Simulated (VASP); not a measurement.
Here is a VASP 6.6.1 calculation.

The input INCAR:

```
PREC = Accurate
ENCUT = 520
EDIFF = 1E-6
ISMEAR = 0
SIGMA = 0.03
LREAL = False
LASPH = True
NELM = 100
ALGO = Normal
ISIF = 2
LWAVE = False
LCHARG = False
GGA = PE
IVDW = 12
NBANDS = 11
```

Contents of KPOINTS:

```
regular mesh
0
Gamma
  18 18 18
```

File POSCAR:

```
C
1.0
    0.0000000000      2.0423422763      3.4032281408
    1.2347212405      0.0000000000      3.4032281408
    1.2347212405      2.0423422763      0.0000000000
C
2
Direct
    0.1666966007      0.8333033993      0.1666966007
    0.8333033993      0.1666966007      0.8333033993
```

Potentials or basis: VASP PAW PBE potentials, release 64 (C).

Command:

```console
$ cat potpaw_PBE.64/C/POTCAR > POTCAR
$ mpirun -np 1 vasp_std > vasp.out
```

Question: Estimate the band gap on the k mesh.

Answer: 0.02 eV, direct.

Question: Predict the dispersion energy per atom.

Answer: -0.152 eV.

Question: What does it give for the pressure?

Answer: 21.4 GPa.

Question: Predict the largest force.

Answer: 0.848 eV/Å.

Stress tensor (GPa, compression positive):
```
 8.85  0.00  0.00
 0.00 55.57  0.00
 0.00  0.00 -0.29
```

A k mesh can miss the band edges.
